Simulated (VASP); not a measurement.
# Cu (Fm-3m) in VASP: settings compared

Cu is run at these levels: PBEsol, revPBE; tasks: single point.

Everything below comes from runs of VASP 6.6.1. Logs are shortened: lines on timing, memory, paths and dates and some standing lists are left out, and cuts for length are marked.

### Step 1. The cell of the first run

It takes space group Fm-3m (No. 225, cubic). Conventional cell: a = 2.829 Å, b = 2.829 Å, c = 2.829 Å, α = 90.00°, β = 90.00°, γ = 90.00°. Cu (site symmetry m-3m) has 12 Cu at 2.00 Å within 2.7 Å.

### Step 2. Single point, PBEsol (volume scaled by 0.5)

The input, INCAR:

```
PREC     = Accurate       # precision mode
ENCUT    = 520            # plane-wave cutoff, eV
EDIFF    = 1E-6           # SCF threshold, eV
ISMEAR   = -1             # smearing method
SIGMA    = 0.08           # smearing width, eV
LREAL    = False          # projectors in reciprocal space
LASPH    = True           # aspherical terms in the spheres
NELM     = 60             # most SCF steps
ALGO     = Normal         # electronic algorithm
ISIF     = 2              # what is computed and relaxed
LWAVE    = False          # write WAVECAR
LCHARG   = False          # write CHGCAR
GGA      = PS             # functional
NBANDS   = 12             # bands
```

The input, KPOINTS:

```
regular mesh
0
Gamma
  20 20 20
```

The input, POSCAR:

```
Cu
1.0
    0.0000000000      1.4143008809      1.4143008809
    1.4143008809      0.0000000000      1.4143008809
    1.4143008809      1.4143008809      0.0000000000
Cu
1
Direct
    0.0000000000      0.0000000000      0.0000000000
```

Potentials or basis: VASP PAW PBE potentials, release 64 (Cu).

Started as:

```sh
> cat potpaw_PBE.64/Cu/POTCAR > POTCAR
> mpirun -np 1 vasp_std > vasp.out
```

OUTCAR:

```text
PREC = Accurate
   ENCUT = 520
   EDIFF = 1E-6
   ISMEAR = -1
   LREAL = False
   LASPH = True
   NELM = 60
   ISIF = 2
   GGA = PS

 ion  position               nearest neighbor table
   1  0.000  0.000  0.000-

  LATTYP: Found a face centered cubic cell.
 ALAT       =     2.8286017618

  Lattice vectors:

 A1 = (   0.0000000000,   1.4143008809,   1.4143008809)
 A2 = (   1.4143008809,   0.0000000000,   1.4143008809)
 A3 = (   1.4143008809,   1.4143008809,   0.0000000000)

Analysis of symmetry for initial positions (statically):
=====================================================================
 Subroutine PRICEL returns:
 Original cell was already a primitive cell.

 Routine SETGRP: Setting up the symmetry group for a
 face centered cubic supercell.

 Subroutine GETGRP returns: Found 48 space group operations
 (whereof 48 operations were pure point group operations)
 out of a pool of 48 trial point group operations.

The static configuration has the point symmetry O_h .

Analysis of symmetry for dynamics (positions and initial velocities):
=====================================================================
 Subroutine PRICEL returns:
 Original cell was already a primitive cell.

 Routine SETGRP: Setting up the symmetry group for a
 face centered cubic supercell.

 Subroutine GETGRP returns: Found 48 space group operations
 (whereof 48 operations were pure point group operations)
 out of a pool of 48 trial point group operations.

The dynamic configuration has the point symmetry O_h .

 Subroutine INISYM returns: Found 48 space group operations
 (whereof 48 operations are pure point group operations),
 and found     1 'primitive' translations

----------------------------------------------------------------------------------------

                                     Primitive cell

  volume of cell :       5.6579

  direct lattice vectors                    reciprocal lattice vectors
     0.000000000  1.414300881  1.414300881    -0.353531562  0.353531562  0.353531562
     1.414300881  0.000000000  1.414300881     0.353531562 -0.353531562  0.353531562
     1.414300881  1.414300881  0.000000000     0.353531562  0.353531562 -0.353531562

  length of vectors
     2.000123487  2.000123487  2.000123487     0.612334628  0.612334628  0.612334628

  position of ions in fractional coordinates (direct lattice)
     0.000000000  0.000000000  0.000000000

  ion indices of the primitive-cell ions
   primitive index   ion index
                 1           1

----------------------------------------------------------------------------------------

 KPOINTS: regular mesh

Automatic generation of k-mesh.
 Grid dimensions read from file:
 generate k-points for:   20   20   20

 Generating k-lattice:

  Cartesian coordinates                     Fractional coordinates (reciprocal lattice)
    -0.017676578  0.017676578  0.017676578     0.050000000  0.000000000  0.000000000
     0.017676578 -0.017676578  0.017676578     0.000000000  0.050000000  0.000000000
     0.017676578  0.017676578 -0.017676578     0.000000000  0.000000000  0.050000000

  Length of vectors
     0.030616731  0.030616731  0.030616731

  Shift w.r.t. Gamma in fractional coordinates (k-lattice)
     0.000000000  0.000000000  0.000000000

 Subroutine IBZKPT returns following result:
 ===========================================

 Found    256 irreducible k-points:

 Following reciprocal coordinates:
            Coordinates               Weight
  0.000000  0.000000  0.000000      1.000000
  0.050000  0.000000  0.000000      8.000000
  0.100000  0.000000  0.000000      8.000000
  0.150000  0.000000  0.000000      8.000000
  0.200000  0.000000  0.000000      8.000000
  0.250000  0.000000  0.000000      8.000000
[... 16 lines left out ...]
 -0.400000  0.050000  0.000000     24.000000
 -0.350000  0.050000  0.000000     24.000000
 [... further k-points ...]
   k-points           NKPTS =    256   k-points in BZ     NKDIM =    256   number of bands    NBANDS=     12
   number of dos      NEDOS =    301   number of ions     NIONS =      1
   total plane-waves  NPLWV =   4096
   dimension x,y,z NGX =    16 NGY =   16 NGZ =   16
   dimension x,y,z NGXF=    32 NGYF=   32 NGZF=   32
   ions per type =               1
   NGX,Y,Z   is equivalent  to a cutoff of  13.30, 13.30, 13.30 a.u.
   NGXF,Y,Z  is equivalent  to a cutoff of  26.60, 26.60, 26.60 a.u.
 SYSTEM =  unknown system
   PREC   = accura    normal or accurate (medium, high low for compatibility)
   ISTART =      0    job   : 0-new  1-cont  2-samecut
   ICHARG =      2    charge: 1-file 2-atom 10-const
   ISPIN  =      1    spin polarized calculation?
   LNONCOLLINEAR =      F non collinear calculations
   LSORBIT =      F    spin-orbit coupling
   LASPH  =      T    aspherical Exc in radial PAW
   ENCUT  =  520.0 eV  38.22 Ry    6.18 a.u.   3.72  3.72  3.72*2*pi/ulx,y,z
   NELM   =     60;   NELMIN=  2; NELMDL= -5     # of ELM steps
   EDIFF  = 0.1E-05   stopping-criterion for ELM
   LREAL  =      F    real-space projection
   EDIFFG = 0.1E-04   stopping-criterion for IOM
   NSW    =      0    number of steps for IOM
   IBRION =     -1    ionic relax: 0-MD 1-quasi-New 2-CG
   NFREE  =      0    steps in history (QN), initial steepest desc. (CG)
   ISIF   =      2    stress and relaxation
   ISYM   =      2    0-nonsym 1-usesym 2-fastsym
   POTIM  = 0.5000    time-step for ionic-motion
   TEBEG  =    0.0;   TEEND  =   0.0 temperature during run
   PSTRESS=    0.0 pullay stress
   NELECT =      11.0000    total number of electrons
   NUPDOWN=      -1.0000    fix difference up-down
   EMIN   =  10.00;   EMAX   =-10.00  energy-range for DOS
   EFERMI =   0.00;   METHOD = LEGACY
   ISMEAR =    -1;   SIGMA  =   0.08  broadening in eV -4-tet -1-fermi 0-gaus
   EFERMI_NEDOS =   21; number of points for ismear=-14 and -15
   IALGO  =     38    algorithm
   IMIX   =      4    mixing-type and parameters
     AMIX     =   0.40;   BMIX     =  1.00
     AMIX_MAG =   1.60;   BMIX_MAG =  1.00
  volume/ion in A,a.u.               =       5.66        38.18
  Fermi-wavevector in a.u.,A,eV,Ry     =   2.043246  3.861174 56.802320  4.174853
  Thomas-Fermi vector in A             =   3.047995
   LORBIT       =      0    0 simple, 1 ext, 2 COOP (PROOUT), +10 PAW based schemes
   GGA     = PS    functional components
   LHFCALC =     F    Hartree Fock is set to
   AEXX    =    0.0000 exact exchange contribution
   IVDW    =     0    specifies the selected vdW correction
   LEPSILON=     F    determine dielectric tensor
   LRPA    =     F    only Hartree local field effects (RPA)
 non-spin polarized calculation
  energy-cutoff  :      520.00
  volume of cell :        5.66
 maximum number of plane-waves:       169
   NGX =  7   NGY =  7   NGZ =  7

 number of electron      11.0000007 magnetization

 Free energy of the ion-electron system (eV)
  ---------------------------------------------------
  ext. energy  EPLUGINS =         0.00000000
  ---------------------------------------------------
  free energy    TOTEN  =         1.49553128 eV

  energy without entropy =        1.50057181  energy(sigma->0) =        1.49805155

 E-fermi :  21.9138     XC(G=0): -17.8547

 val. band max:       21.8900172063   @ k =  -0.2500   0.2500   0.1000
 cond. band min:      21.9298771215   @ k =  -0.4000   0.1500   0.0500
 fundamental gap:      0.0398599152
 Fermi energy:        21.9137558668

 k-point     1 :       0.0000    0.0000    0.0000
  band No.  band energies     occupation
      1       4.6835      2.00000
      2      14.3709      2.00000
      3      14.3709      2.00000
      4      14.3709      2.00000
      5      16.9546      2.00000
      6      16.9546      2.00000
      7      48.3373      0.00000
      8      57.5846      0.00000
      9      57.5846      0.00000
     10      57.5846      0.00000
     11      65.0292      0.00000
     12      65.0292      0.00000

 k-point     2 :       0.0500    0.0000    0.0000
  band No.  band energies     occupation
      1       4.8450      2.00000
      2      14.3021      2.00000
      3      14.4222      2.00000
      4      14.4222      2.00000
      5      16.9268      2.00000
      6      16.9268      2.00000
      7      48.3357      0.00000
      8      55.9753      0.00000
      9      57.5811      0.00000
     10      57.5811      0.00000
     11      64.9856      0.00000
     12      65.1122      0.00000

 k-point     3 :       0.1000    0.0000    0.0000
  band No.  band energies     occupation
      1       5.3185      2.00000
      2      14.1144      2.00000
      3      14.5595      2.00000
      4      14.5595      2.00000
      5      16.8616      2.00000
      6      16.8616      2.00000
      7      48.1303      0.00000
      8      53.1957      0.00000
      9      57.5708      0.00000
     10      57.5708      0.00000
     11      64.4794      0.00000
     12      65.2736      0.00000
[... 286 lines left out ...]
 k-point    23 :      -0.4000    0.0500    0.0000
  band No.  band energies     occupation
      1       9.6256      2.00000
      2      14.2070      2.00000
      3      14.3646      2.00000
      4      16.0606      2.00000
      5      18.2903      2.00000
      6      19.1700      2.00000
      7      32.6241      0.00000
      8      46.8139      0.00000
      9      54.7956      0.00000
     10      57.2811      0.00000
     11      60.2553      0.00000
     12      61.7673      0.00000

 k-point    24 :      -0.3500    0.0500    0.0000
  band No.  band energies     occupation
      1       9.5279      2.00000
      2      14.3700      2.00000
      3      14.5030      2.00000
      4      14.9957      2.00000
      5      17.8676      2.00000
      6      18.6621      2.00000
      7      34.9124      0.00000
      8      47.3340      0.00000
      9      54.9200      0.00000
     10      58.7405      0.00000
     11      59.9723      0.00000
     12      62.1621      0.00000

 [... further k-points ...]
[... 5 lines left out ...]
  --------------------------------------------------------------------------------------
  -------------------------------------------------------------------------------------
  Total       22.7025611     22.7025611     22.7025611      0.0000000      0.0000000      0.0000000
  in kB     6428.8013252   6428.8013252   6428.8013252      0.0000000      0.0000000      0.0000000
  external PRESSURE =    6428.8013252 kB  Pullay stress =       0.0000000 kB

 VOLUME and BASIS-vectors are now :
 -----------------------------------------------------------------------------
  energy-cutoff  :      520.00
  volume of cell :        5.66
      direct lattice vectors                 reciprocal lattice vectors
     0.000000000  1.414300881  1.414300881    -0.353531562  0.353531562  0.353531562
     1.414300881  0.000000000  1.414300881     0.353531562 -0.353531562  0.353531562
     1.414300881  1.414300881  0.000000000     0.353531562  0.353531562 -0.353531562

 POSITION                                       TOTAL-FORCE (eV/Angst)
 -----------------------------------------------------------------------------------
      0.00000      0.00000      0.00000        -0.000000      0.000000     -0.000000
 -----------------------------------------------------------------------------------
    total drift:                                0.000000      0.000000     -0.000000

  FREE ENERGIE OF THE ION-ELECTRON SYSTEM (eV)
  ---------------------------------------------------
  free  energy   TOTEN  =         1.4955312827 eV

  energy  without entropy=        1.5005718101  energy(sigma->0) =        1.49805155
```

Run time: 37 s. Hardware: 1 thread of AMD EPYC 7R13, shared host; peak memory 0.1 GiB.

The run converged, but its numbers aren't listed here, since they failed a check.

Caveat: the PAW data sets were made with another functional, which shifts forces and pressure a little.

### Step 3. Single point, PBEsol (volume scaled by 0.58)

The input, INCAR:

```
  PREC = Accurate
  ENCUT = 520
  EDIFF = 1E-7
  ISMEAR = -1
  SIGMA = 0.08
  LREAL = F
  LASPH = T
  NELM = 60
  ALGO = Normal
  ISIF = 2
  LWAVE = F
  LCHARG = F
  GGA = PS
  NBANDS = 12
```

KPOINTS is that of step 2.

The input, POSCAR:

```
Cu
1.0
    0.0000000000      1.4860307912      1.4860307912
    1.4860307912      0.0000000000      1.4860307912
    1.4860307912      1.4860307912      0.0000000000
Cu
1
Direct
    0.0000000000      0.0000000000      0.0000000000
```

Potentials or basis: VASP PAW PBE potentials, release 64 (Cu).

Started as:

```sh
> cat potpaw_PBE.64/Cu/POTCAR > POTCAR
> mpirun -np 1 vasp_std > vasp.out
```

Run time: 41 s. Hardware: 1 thread of AMD EPYC 7R13, shared host; peak memory 0.1 GiB.

The run converged. Its results:

```yaml
Free_energy: -1.2263 eV
Pressure: 352.0 GPa
```

Levels at points of the mesh, in eV from the Fermi level:
| k point | band 3 | band 4 | band 5 | band 6 | band 7 | band 8 | band 9 | band 10 |
| --- | --- | --- | --- | --- | --- | --- | --- | --- |
| (0.00, 0.00, 0.00) | -6.16 | -6.16 | -4.10 | -4.10 | 26.18 | 33.92 | 33.92 | 33.92 |
| (0.50, 0.00, 0.00) | -6.28 | -3.43 | -2.71 | -2.71 | 7.56 | 24.46 | 32.09 | 32.09 |
| (0.50, 0.50, 0.00) | -2.74 | -2.35 | -2.35 | 0.76 | 11.90 | 17.94 | 17.94 | 24.72 |

Caveat: the PAW data sets were made with another functional, which shifts forces and pressure a little.

### Step 4. Single point, PBEsol (volume scaled by 0.68)

The input, INCAR:

```
PREC = Accurate
ENCUT = 520
EDIFF = 1E-6
ISMEAR = -1
SIGMA = 0.08
LREAL = False
LASPH = True
NELM = 100
ALGO = Normal
ISIF = 2
LWAVE = False
LCHARG = False
GGA = PS
NBANDS = 12
```

The input, KPOINTS:

```
Automatic mesh
0
Gamma
  20 20 20
```

The input, POSCAR:

```
Cu
1.0
    0.0000000000      1.5669487104      1.5669487104
    1.5669487104      0.0000000000      1.5669487104
    1.5669487104      1.5669487104      0.0000000000
Cu
1
Direct
    0.0000000000      0.0000000000      0.0000000000
```

Potentials or basis: VASP PAW PBE potentials, release 64 (Cu).

Started as:

```sh
> cat potpaw_PBE.64/Cu/POTCAR > POTCAR
> mpirun -np 1 vasp_std > vasp.out
```

OUTCAR:

```text
PREC = Accurate
   ENCUT = 520
   EDIFF = 1E-6
   ISMEAR = -1
   LREAL = False
   LASPH = True
   NELM = 100
   ISIF = 2
   GGA = PS

 ion  position               nearest neighbor table
   1  0.000  0.000  0.000-

  LATTYP: Found a face centered cubic cell.
 ALAT       =     3.1338974208

  Lattice vectors:

 A1 = (   0.0000000000,   1.5669487104,   1.5669487104)
 A2 = (   1.5669487104,   0.0000000000,   1.5669487104)
 A3 = (   1.5669487104,   1.5669487104,   0.0000000000)

Analysis of symmetry for initial positions (statically):
=====================================================================
 Subroutine PRICEL returns:
 Original cell was already a primitive cell.

 Routine SETGRP: Setting up the symmetry group for a
 face centered cubic supercell.

 Subroutine GETGRP returns: Found 48 space group operations
 (whereof 48 operations were pure point group operations)
 out of a pool of 48 trial point group operations.

The static configuration has the point symmetry O_h .

Analysis of symmetry for dynamics (positions and initial velocities):
[... 159 lines left out ...]
 cond. band min:      14.3649570522   @ k =   0.5000   0.3000   0.1500
 fundamental gap:      0.1172806514
 Fermi energy:        14.3100114274

 k-point     1 :       0.0000    0.0000    0.0000
  band No.  band energies     occupation
      1       0.9158      2.00000
      2       9.3207      2.00000
      3       9.3207      2.00000
      4       9.3207      2.00000
      5      10.9317      2.00000
      6      10.9317      2.00000
      7      39.8337      0.00000
      8      46.0717      0.00000
      9      46.0717      0.00000
     10      46.0717      0.00000
     11      50.0465      0.00000
     12      50.0465      0.00000
[... 331 lines left out ...]
 k-point    24 :      -0.3500    0.0500    0.0000
  band No.  band energies     occupation
      1       5.5434      2.00000
      2       9.3423      2.00000
      3       9.4267      2.00000
      4       9.5258      2.00000
      5      11.5187      2.00000
      6      12.0125      2.00000
      7      24.5306      0.00000
      8      38.2122      0.00000
      9      42.1355      0.00000
     10      45.1757      0.00000
     11      46.5214      0.00000
     12      48.8438      0.00000

 [... further k-points ...]
[... 5 lines left out ...]
  --------------------------------------------------------------------------------------
  -------------------------------------------------------------------------------------
  Total        8.1222745      8.1222745      8.1222745      0.0000000      0.0000000      0.0000000
  in kB     1691.1958565   1691.1958565   1691.1958565      0.0000000      0.0000000      0.0000000
  external PRESSURE =    1691.1958565 kB  Pullay stress =       0.0000000 kB

 VOLUME and BASIS-vectors are now :
 -----------------------------------------------------------------------------
  energy-cutoff  :      520.00
  volume of cell :        7.69
      direct lattice vectors                 reciprocal lattice vectors
     0.000000000  1.566948710  1.566948710    -0.319091491  0.319091491  0.319091491
     1.566948710  0.000000000  1.566948710     0.319091491 -0.319091491  0.319091491
     1.566948710  1.566948710  0.000000000     0.319091491  0.319091491 -0.319091491

 POSITION                                       TOTAL-FORCE (eV/Angst)
 -----------------------------------------------------------------------------------
      0.00000      0.00000      0.00000        -0.000000     -0.000000     -0.000000
 -----------------------------------------------------------------------------------
    total drift:                               -0.000000      0.000000      0.000000

  FREE ENERGIE OF THE ION-ELECTRON SYSTEM (eV)
  ---------------------------------------------------
  free  energy   TOTEN  =        -2.9900684597 eV

  energy  without entropy=       -2.9849995169  energy(sigma->0) =       -2.98753399
```

OSZICAR:

```text
N       E                     dE             d eps       ncg     rms          rms(c)
DAV:   1     0.372766449753E+02    0.37277E+02   -0.53052E+03  7400   0.172E+03
DAV:   2    -0.307153477999E+01   -0.40348E+02   -0.37478E+02  6444   0.213E+02
DAV:   3    -0.403694541299E+01   -0.96541E+00   -0.96218E+00  6852   0.355E+01
DAV:   4    -0.404111234411E+01   -0.41669E-02   -0.41665E-02  7036   0.209E+00
DAV:   5    -0.404113820022E+01   -0.25856E-04   -0.25854E-04  7060   0.168E-01    0.822E+00
DAV:   6    -0.314580168926E+01    0.89534E+00   -0.79869E+00  7288   0.615E+01    0.111E+00
DAV:   7    -0.302508568527E+01    0.12072E+00   -0.56922E-01  7404   0.164E+01    0.982E-01
DAV:   8    -0.299014124755E+01    0.34944E-01   -0.20408E-02  8440   0.192E+00    0.577E-02
DAV:   9    -0.299005392583E+01    0.87322E-04   -0.39251E-04  9216   0.298E-01    0.238E-02
DAV:  10    -0.299007050705E+01   -0.16581E-04   -0.84569E-06  7160   0.502E-02    0.561E-03
DAV:  11    -0.299006850358E+01    0.20035E-05   -0.10143E-06  4756   0.149E-02    0.539E-04
DAV:  12    -0.299006845971E+01    0.43871E-07   -0.24904E-08  3628   0.217E-03
   1 F= -.29900685E+01 E0= -.29875340E+01  d E =-.506894E-02
```

stdout:

```text
POSCAR found type information on POSCAR Cu
 POSCAR found :  1 types and       1 ions
 scaLAPACK will be used
 -----------------------------------------------------------------------------
|                                                                             |
|                                                                             |
|     You enforced a specific xc type in the INCAR file but a different       |
|     I HOPE YOU KNOW WHAT YOU ARE DOING!                                     |
|                                                                             |
 -----------------------------------------------------------------------------

 LDA part: xc-table for (Slater+PW92), standard interpolation
 POSCAR, INCAR and KPOINTS ok, starting setup
 FFT: planning ... GRIDC
 FFT: planning ... GRID_SOFT
 FFT: planning ... GRID
 WAVECAR not read
 entering main loop
```

It took 41 s on 1 thread of AMD EPYC 7R13, shared host; peak memory 0.1 GiB.

Results:

```
Free energy : -2.9901 eV
Pressure    : 169.1 GPa
```

Caveat: the PAW data sets were made with another functional, which shifts forces and pressure a little.

[end of part 1 of 2]
